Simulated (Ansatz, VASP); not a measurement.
## Two plane-wave programs on Sn

```
Sn
1.0
     1.69798    2.94099    0.00000
    -1.69798    2.94099    0.00000
     0.00000    0.00000    5.54520
Sn
2
Direct
  0.33333 0.33334 0.25000
  0.66666 0.66667 0.75000
```

Alike in both runs: task single point; functional PBE; k mesh 11 × 11 × 6; no spin polarisation.

|  | VASP | Ansatz |
| --- | --- | --- |
| version | VASP 6.6.1 | Ansatz 0.2.0 |
| potentials or method | VASP PAW PBE potentials, release 64 (Sn_d), cutoff 520 eV | PAW plane waves |
| occupations | fermi-dirac, width 0.1 eV | fermi-dirac |
| valence electrons in the cell | 28 | 28 |

|  | VASP | Ansatz | Ansatz less VASP |
| --- | --- | --- | --- |
| pressure (GPa) | 0.0 | 0.1 | +0.08 |
| traceless stress, the component that is largest in VASP (GPa) | 1.00 | 1.00 | -0.003 |

Ansatz's warnings: structure snapped to symmetry.
